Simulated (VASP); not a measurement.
# Be2Si (Fm-3m) in VASP: settings compared

Aim: see how the results for Be2Si move with the level of theory and the settings. Levels: PBE, PBEsol. Tasks: single point.

All numbers are computed with VASP 6.6.1; they aren't measurements. Logs are shortened: lines on timing, memory, paths and dates and some standing lists are left out, and cuts for length are marked.

### 1 The cell of the first run

It takes space group Fm-3m (No. 225, cubic). Conventional cell: a = 5.280 Å, b = 5.280 Å, c = 5.280 Å, α = 90.00°, β = 90.00°, γ = 90.00°. Within 3.0 Å of Be (site symmetry -43m) lie 4 Si at 2.29 Å and 6 Be at 2.64 Å. Si (site symmetry m-3m) has 8 Be at 2.29 Å within 3.0 Å.

### 2 Single point, PBE

Input file INCAR:

```
PREC = Accurate ; ENCUT = 600
EDIFF = 1E-6 ; ISMEAR = 0
SIGMA = 0.27211386245988 ; LREAL = False
LASPH = True ; NELM = 120
ALGO = Normal ; ISIF = 2
LWAVE = False ; LCHARG = False
GGA = PE ; NBANDS = 11
GGA_COMPAT = False
```

Input file KPOINTS:

```
Automatic mesh
0
Gamma
  8 8 8
```

Input file POSCAR:

```
Be2Si
1.0
    0.0000000000      2.6400000000      2.6400000000
    2.6400000000      0.0000000000      2.6400000000
    2.6400000000      2.6400000000      0.0000000000
Be Si
2 1
Direct
    0.7500000000      0.7500000000      0.7500000000
    0.2500000000      0.2500000000      0.2500000000
    0.0000000000      0.0000000000      0.0000000000
```

Potentials or basis: VASP PAW PBE potentials, release 64 (Be, Si).

Run with:

```console
cat potpaw_PBE.64/Be/POTCAR potpaw_PBE.64/Si/POTCAR > POTCAR
mpirun -np 1 vasp_std > vasp.out
```

OUTCAR:

```text
PREC = Accurate
   ENCUT = 600
   EDIFF = 1E-6
   ISMEAR = 0
   LREAL = False
   LASPH = True
   NELM = 120
   ISIF = 2
   GGA = PE

 ion  position               nearest neighbor table
   1  0.750  0.750  0.750-   3 2.29   3 2.29   3 2.29   3 2.29
   2  0.250  0.250  0.250-   3 2.29   3 2.29   3 2.29   3 2.29
   3  0.000  0.000  0.000-   1 2.29   1 2.29   1 2.29   2 2.29   2 2.29   2 2.29   2 2.29   1 2.29

  LATTYP: Found a face centered cubic cell.
 ALAT       =     5.2800000000

  Lattice vectors:

 A1 = (   0.0000000000,   2.6400000000,   2.6400000000)
 A2 = (   2.6400000000,   0.0000000000,   2.6400000000)
 A3 = (   2.6400000000,   2.6400000000,   0.0000000000)

Analysis of symmetry for initial positions (statically):
=====================================================================
 Subroutine PRICEL returns:
 Original cell was already a primitive cell.

 Routine SETGRP: Setting up the symmetry group for a
 face centered cubic supercell.

 Subroutine GETGRP returns: Found 48 space group operations
 (whereof 48 operations were pure point group operations)
 out of a pool of 48 trial point group operations.

The static configuration has the point symmetry O_h .

Analysis of symmetry for dynamics (positions and initial velocities):
=====================================================================
 Subroutine PRICEL returns:
 Original cell was already a primitive cell.

 Routine SETGRP: Setting up the symmetry group for a
 face centered cubic supercell.

 Subroutine GETGRP returns: Found 48 space group operations
 (whereof 48 operations were pure point group operations)
 out of a pool of 48 trial point group operations.

The dynamic configuration has the point symmetry O_h .

 Subroutine INISYM returns: Found 48 space group operations
 (whereof 48 operations are pure point group operations),
 and found     1 'primitive' translations

----------------------------------------------------------------------------------------

                                     Primitive cell

  volume of cell :      36.7995

  direct lattice vectors                    reciprocal lattice vectors
     0.000000000  2.640000000  2.640000000    -0.189393939  0.189393939  0.189393939
     2.640000000  0.000000000  2.640000000     0.189393939 -0.189393939  0.189393939
     2.640000000  2.640000000  0.000000000     0.189393939  0.189393939 -0.189393939

  length of vectors
     3.733523805  3.733523805  3.733523805     0.328039926  0.328039926  0.328039926

  position of ions in fractional coordinates (direct lattice)
     0.750000000  0.750000000  0.750000000
     0.250000000  0.250000000  0.250000000
     0.000000000  0.000000000  0.000000000

  ion indices of the primitive-cell ions
   primitive index   ion index
                 1           1
                 2           2
                 3           3

----------------------------------------------------------------------------------------

 KPOINTS: Automatic mesh

Automatic generation of k-mesh.
 Grid dimensions read from file:
 generate k-points for:    8    8    8

 Generating k-lattice:

  Cartesian coordinates                     Fractional coordinates (reciprocal lattice)
    -0.023674242  0.023674242  0.023674242     0.125000000  0.000000000  0.000000000
     0.023674242 -0.023674242  0.023674242     0.000000000  0.125000000  0.000000000
     0.023674242  0.023674242 -0.023674242     0.000000000  0.000000000  0.125000000

  Length of vectors
     0.041004991  0.041004991  0.041004991

  Shift w.r.t. Gamma in fractional coordinates (k-lattice)
     0.000000000  0.000000000  0.000000000

 Subroutine IBZKPT returns following result:
 ===========================================

 Found     29 irreducible k-points:

 Following reciprocal coordinates:
            Coordinates               Weight
  0.000000  0.000000  0.000000      1.000000
  0.125000  0.000000  0.000000      8.000000
  0.250000  0.000000  0.000000      8.000000
  0.375000  0.000000  0.000000      8.000000
  0.500000  0.000000  0.000000      4.000000
  0.125000  0.125000  0.000000      6.000000
[... 16 lines left out ...]
  0.500000  0.250000  0.125000     48.000000
 -0.375000  0.250000  0.125000     24.000000
 [... further k-points ...]
   k-points           NKPTS =     29   k-points in BZ     NKDIM =     29   number of bands    NBANDS=     11
   number of dos      NEDOS =    301   number of ions     NIONS =      3
   total plane-waves  NPLWV =  27000
   dimension x,y,z NGX =    30 NGY =   30 NGZ =   30
   dimension x,y,z NGXF=    60 NGYF=   60 NGZF=   60
   ions per type =               2   1
   NGX,Y,Z   is equivalent  to a cutoff of  13.36, 13.36, 13.36 a.u.
   NGXF,Y,Z  is equivalent  to a cutoff of  26.72, 26.72, 26.72 a.u.
 SYSTEM =  unknown system
   PREC   = accura    normal or accurate (medium, high low for compatibility)
   ISTART =      0    job   : 0-new  1-cont  2-samecut
   ICHARG =      2    charge: 1-file 2-atom 10-const
   ISPIN  =      1    spin polarized calculation?
   LNONCOLLINEAR =      F non collinear calculations
   LSORBIT =      F    spin-orbit coupling
   LASPH  =      T    aspherical Exc in radial PAW
   ENCUT  =  600.0 eV  44.10 Ry    6.64 a.u.   7.46  7.46  7.46*2*pi/ulx,y,z
   NELM   =    120;   NELMIN=  2; NELMDL= -5     # of ELM steps
   EDIFF  = 0.1E-05   stopping-criterion for ELM
   LREAL  =      F    real-space projection
   EDIFFG = 0.1E-04   stopping-criterion for IOM
   NSW    =      0    number of steps for IOM
   IBRION =     -1    ionic relax: 0-MD 1-quasi-New 2-CG
   NFREE  =      0    steps in history (QN), initial steepest desc. (CG)
   ISIF   =      2    stress and relaxation
   ISYM   =      2    0-nonsym 1-usesym 2-fastsym
   POTIM  = 0.5000    time-step for ionic-motion
   TEBEG  =    0.0;   TEEND  =   0.0 temperature during run
   PSTRESS=    0.0 pullay stress
   NELECT =       8.0000    total number of electrons
   NUPDOWN=      -1.0000    fix difference up-down
   EMIN   =  10.00;   EMAX   =-10.00  energy-range for DOS
   EFERMI =   0.00;   METHOD = LEGACY
   ISMEAR =     0;   SIGMA  =   0.27  broadening in eV -4-tet -1-fermi 0-gaus
   EFERMI_NEDOS =   21; number of points for ismear=-14 and -15
   IALGO  =     38    algorithm
   IMIX   =      4    mixing-type and parameters
     AMIX     =   0.40;   BMIX     =  1.00
     AMIX_MAG =   1.60;   BMIX_MAG =  1.00
  volume/ion in A,a.u.               =      12.27        82.78
  Fermi-wavevector in a.u.,A,eV,Ry     =   0.984368  1.860186 13.183783  0.968981
  Thomas-Fermi vector in A             =   2.115596
   LORBIT       =      0    0 simple, 1 ext, 2 COOP (PROOUT), +10 PAW based schemes
   GGA     = PE    functional components
   LHFCALC =     F    Hartree Fock is set to
   AEXX    =    0.0000 exact exchange contribution
   IVDW    =     0    specifies the selected vdW correction
   LEPSILON=     F    determine dielectric tensor
   LRPA    =     F    only Hartree local field effects (RPA)
 non-spin polarized calculation
 Gauss-broadening in eV      SIGMA  =   0.27
  energy-cutoff  :      600.00
  volume of cell :       36.80
 maximum number of plane-waves:      1249
 NGX is ok and might be reduce to    30
   NGX = 15   NGY = 15   NGZ = 15

 number of electron       8.0000000 magnetization

 Free energy of the ion-electron system (eV)
  ---------------------------------------------------
  ext. energy  EPLUGINS =         0.00000000
  ---------------------------------------------------
  free energy    TOTEN  =       -12.25009567 eV

  energy without entropy =      -12.23518890  energy(sigma->0) =      -12.24264228

 E-fermi :   6.6454     XC(G=0):  -9.9651

 val. band max:        6.5426279898   @ k =   0.3750   0.3750   0.0000
 cond. band min:       6.7469385655   @ k =   0.2500   0.2500   0.0000
 fundamental gap:      0.2043105756
 Fermi energy:         6.6454143108

 k-point     1 :       0.0000    0.0000    0.0000
  band No.  band energies     occupation
      1      -5.3627      2.00000
      2       7.0912      0.02050
      3       7.0912      0.02050
      4       7.0912      0.02050
      5       7.4957      0.00001
      6       7.4957      0.00001
      7       7.4957      0.00001
      8      12.7638      0.00000
      9      14.0643      0.00000
     10      14.1383      0.00000
     11      14.1383      0.00000

 k-point     2 :       0.1250    0.0000    0.0000
  band No.  band energies     occupation
      1      -5.1599      2.00000
      2       4.9380      2.00000
      3       6.3628      1.85814
      4       6.3628      1.85814
      5       8.2801      0.00000
      6       8.2801      0.00000
      7       8.7582      0.00000
      8      12.9336      0.00000
      9      12.9336      0.00000
     10      13.0929      0.00000
     11      14.2300      0.00000

 k-point     3 :       0.2500    0.0000    0.0000
  band No.  band energies     occupation
      1      -4.5634      2.00000
      2       2.5161      2.00000
      3       5.7462      2.00000
      4       5.7462      2.00000
      5       8.5690      0.00000
      6       8.5690      0.00000
      7       9.1724      0.00000
      8      12.9723      0.00000
      9      12.9723      0.00000
     10      13.1775      0.00000
     11      14.9653      0.00000
[... 267 lines left out ...]
 k-point    23 :       0.5000    0.2500    0.1250
  band No.  band energies     occupation
      1      -3.1507      2.00000
      2       0.8743      2.00000
      3       2.8439      2.00000
      4       4.1051      2.00000
      5       8.4354      0.00000
      6       9.3931      0.00000
      7      11.1428      0.00000
      8      12.0692      0.00000
      9      15.0763      0.00000
     10      15.8330      0.00000
     11      16.5356      0.00000

 k-point    24 :      -0.3750    0.2500    0.1250
  band No.  band energies     occupation
      1      -2.4864      2.00000
      2      -0.1500      2.00000
      3       2.8897      2.00000
      4       3.6791      2.00000
      5       8.7301      0.00000
      6       8.9330      0.00000
      7      12.0018      0.00000
      8      13.4487      0.00000
      9      13.7697      0.00000
     10      15.1844      0.00000
     11      17.7985      0.00000

 [... further k-points ...]

------------------------ aborting loop because EDIFF is reached ----------------------------------------

  FORCE on cell =-STRESS in cart. coord.  units (eV):
  Direction    XX          YY          ZZ          XY          YZ          ZX
  --------------------------------------------------------------------------------------
  -------------------------------------------------------------------------------------
  Total        0.0567028      0.0567028      0.0567028      0.0000000      0.0000000      0.0000000
  in kB        2.4687265      2.4687265      2.4687265      0.0000000      0.0000000      0.0000000
  external PRESSURE =       2.4687265 kB  Pullay stress =       0.0000000 kB

 VOLUME and BASIS-vectors are now :
 -----------------------------------------------------------------------------
  energy-cutoff  :      600.00
  volume of cell :       36.80
      direct lattice vectors                 reciprocal lattice vectors
     0.000000000  2.640000000  2.640000000    -0.189393939  0.189393939  0.189393939
     2.640000000  0.000000000  2.640000000     0.189393939 -0.189393939  0.189393939
     2.640000000  2.640000000  0.000000000     0.189393939  0.189393939 -0.189393939

 POSITION                                       TOTAL-FORCE (eV/Angst)
 -----------------------------------------------------------------------------------
      3.96000      3.96000      3.96000        -0.000000      0.000000      0.000000
      1.32000      1.32000      1.32000         0.000000     -0.000000     -0.000000
      0.00000      0.00000      0.00000         0.000000      0.000000      0.000000
 -----------------------------------------------------------------------------------
    total drift:                               -0.000000      0.000000      0.000000

  FREE ENERGIE OF THE ION-ELECTRON SYSTEM (eV)
  ---------------------------------------------------
  free  energy   TOTEN  =       -12.2500956702 eV

  energy  without entropy=      -12.2351888955  energy(sigma->0) =      -12.24264228
```

Wall time 16 s (1 thread of Intel Xeon 8259CL, shared host); peak memory 0.16 GiB.

What came out:

| Quantity | Value |
| --- | --- |
| Free energy | -12.2501 eV |
| Pressure | 0.2 GPa |
| Band gap on the k mesh | zero (bands 4 and 5 overlap by 0.63 eV) |

Caveat: so wide a smearing shifts energies and pressures.

### 3 Single point, PBE

Input file INCAR:

```
PREC = Accurate
ENCUT = 600
EDIFF = 1E-6
ISMEAR = -1
SIGMA = 0.13605693122994
LREAL = False
LASPH = True
NELM = 120
ALGO = Normal
ISIF = 2
LWAVE = False
LCHARG = False
GGA = PE
NBANDS = 11
GGA_COMPAT = False
```

KPOINTS is that of step 2.

POSCAR is that of step 2.

Potentials or basis: VASP PAW PBE potentials, release 64 (Be, Si).

Run with:

```console
cat potpaw_PBE.64/Be/POTCAR potpaw_PBE.64/Si/POTCAR > POTCAR
mpirun -np 1 vasp_std > vasp.out
```

Wall time 19 s (1 thread of Intel Xeon 8259CL, shared host); peak memory 0.16 GiB.

It converged, with:

* Free energy: -12.2552 eV
* Pressure: 0.3 GPa
* Band gap on the k mesh: zero (bands 4 and 5 overlap by 0.63 eV)

Levels at points of the mesh, in eV from the Fermi level:
| k point | band 1 | band 2 | band 3 | band 4 | band 5 | band 6 | band 7 | band 8 | band 9 |
| --- | --- | --- | --- | --- | --- | --- | --- | --- | --- |
| (0.00, 0.00, 0.00) | -11.99 | 0.46 | 0.46 | 0.46 | 0.87 | 0.87 | 0.87 | 6.14 | 7.44 |
| (0.50, 0.00, 0.00) | -9.57 | -7.29 | -1.30 | -1.30 | 1.31 | 1.31 | 2.59 | 6.37 | 10.42 |
| (0.50, 0.50, 0.00) | -8.64 | -6.38 | -3.83 | -3.83 | -0.16 | 0.41 | 7.79 | 7.79 | 10.98 |

### 4 Single point, PBEsol

Input file INCAR:

```
PREC = Accurate
ENCUT = 600
EDIFF = 1E-6
ISMEAR = 1
SIGMA = 0.11
LREAL = F
LASPH = T
NELM = 120
ALGO = Normal
ISIF = 2
LWAVE = F
LCHARG = F
GGA = PS
NBANDS = 11
GGA_COMPAT = F
```

Input file KPOINTS:

```
regular mesh
0
Gamma
  8 8 8
```

POSCAR is that of step 3.

Run with:

```console
cat potpaw_PBE.64/Be/POTCAR potpaw_PBE.64/Si/POTCAR > POTCAR
mpirun -np 1 vasp_std > vasp.out
```

Wall time 17 s (1 thread of Intel Xeon 8259CL, shared host); peak memory 0.16 GiB.

It converged, with:

```yaml
Free_energy: -13.0576 eV
Pressure: -0.9 GPa
Band_gap_on_the_k_mesh: zero (bands 4 and 5 overlap by 0.60 eV)
```

Levels at points of the mesh, in eV from the Fermi level:
```csv
k point,band 2,band 3,band 4,band 5,band 6,band 7
"(0.00, 0.00, 0.00)",0.36,0.36,0.36,0.76,0.76,0.76
"(0.50, 0.00, 0.00)",-7.42,-1.41,-1.41,1.18,1.18,2.49
"(0.50, 0.50, 0.00)",-6.48,-3.95,-3.95,-0.25,0.21,7.69
```

Caveat: the PAW data sets were made with another functional, which shifts forces and pressure a little.

### 5 Summary

| level | smearing | gap on the mesh (eV) | pressure (GPa) |
| --- | --- | --- | --- |
| PBE | gaussian 0.272114 eV | none | 0.2 |
| PBE | fermi-dirac 0.136057 eV | none | 0.3 |
| PBEsol | methfessel-paxton 0.11 eV | none | -0.9 |

Alike in all rows: task single point; potentials or basis VASP PAW PBE potentials, release 64 (Be, Si); no spin polarisation; cell as given; k mesh 8 × 8 × 8; cutoff (eV) 600.

The pressure there spans -0.9 GPa (PBEsol) to 0.3 GPa (PBE); a positive pressure means that this level wants a larger cell, a negative one a smaller.

Caveats: so wide a smearing shifts energies and pressures (at least some runs); the PAW data sets were made with another functional, which shifts forces and pressure a little (at least some runs).

Absolute energies hang on the potentials; compare differences alone.

The gap in the log of VASP goes by the Fermi energy; the results here count the filled bands.